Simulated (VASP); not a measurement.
The system is PbSe (rock salt type).

```
CELL_PARAMETERS angstrom
0.00000 3.10500 3.10500
3.10500 0.00000 3.10500
3.10500 3.10500 0.00000
ATOMIC_POSITIONS crystal
Pb 0.00000 0.00000 0.00000
Se 0.50000 0.50000 0.50000
```

Base run:

| Property | Result |
| --- | --- |
| Program | VASP 6.6.1 |
| Functional | PBE |
| Potentials or basis | VASP PAW PBE potentials, release 64 (Pb_d, Se) |
| Cutoff | 520 eV |
| k mesh | 6 × 6 × 6 |
| Occupations | fermi-dirac, width 0.02 eV |
| Spin | no spin polarisation |

Its results: band gap on the k mesh 0.43 eV; pressure 0.1 GPa.

**Question.** The run is repeated on the same cell with these changes: functional from PBE to r2SCAN. What comes out?

**Answer.** Band gap on the k mesh 0.72 eV; pressure -0.8 GPa.

Caveats: spin-orbit coupling is left out, which moves the levels of the heavy elements; the PAW data sets were made with another functional, which shifts forces and pressure a little (at least some runs).

A k mesh can miss the band edges.
